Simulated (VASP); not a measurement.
Runs of VASP 6.6.1 on Zr. The structure is that of space group P6_3/mmc (No. 194), or close to it. The cells are those of the table. 

```csv
cell,gap on the mesh (eV),pressure (GPa)
"a = 3.116, b = 3.116, c = 4.986 Å, angles 90.0, 90.0, 120.0°, 2 atoms",none,14.1
"a = 3.208, b = 3.208, c = 5.132 Å, angles 90.0, 90.0, 120.0°, 2 atoms",none,3.9
"a = 3.252, b = 3.252, c = 5.203 Å, angles 90.0, 90.0, 120.0°, 2 atoms",none,(a)
"a = 3.163, b = 3.163, c = 5.060 Å, angles 90.0, 90.0, 120.0°, 2 atoms",none,8.6
```

Alike in all rows: task single point; level revPBE; potentials or basis VASP PAW PBE potentials, release 64 (Zr_sv); no spin polarisation; k mesh 13 × 13 × 7; cutoff (eV) 520; smearing fermi-dirac 0.1 eV.

**Question.** Estimate the missing entries.

**Answer.** (a) 0.0.

Caveats: the PAW data sets were made with another functional, which shifts forces and pressure a little; the cell stands under pressure (at least some runs).

A k mesh can miss the band edges, and the runs leave out spin-orbit coupling on Zr.

A gap of «none» marks levels without a gap at the run's occupations.
